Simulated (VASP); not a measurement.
Here is a VASP 6.6.1 calculation.

File INCAR:

```
SYSTEM = Al
  PREC = Accurate
  ENCUT = 520
  EDIFF = 1E-7
  ISMEAR = 0
  SIGMA = 0.15
  LREAL = .FALSE.
  LASPH = .TRUE.
  NELM = 60
  ALGO = Normal
  ISIF = 2
  LWAVE = .FALSE.
  LCHARG = .FALSE.
  GGA = PE
  NBANDS = 8
```

File KPOINTS:

```
Automatic mesh
0
G
  22 22 22
  0 0 0
```

Contents of POSCAR:

```
Al
1.0
   -1.4530593883      1.4530593883      2.1112952912
    1.4530593883     -1.4530593883      2.1112952912
    1.4530593883      1.4530593883     -2.1112952912
Al
1
Direct
    0.0000000000      0.0000000000      0.0000000000
```

Potentials or basis: VASP PAW PBE potentials, release 64 (Al).

Command:

```bash
$ cat potpaw_PBE.64/Al/POTCAR > POTCAR
$ mpirun -np 1 vasp_std > vasp.out
```

Problem. Predict the pressure.

Solution. -5.0 GPa.

Stress tensor (GPa, compression positive):
```
-4.58  0.00  0.00
 0.00 -4.58  0.00
 0.00  0.00 -5.95
```
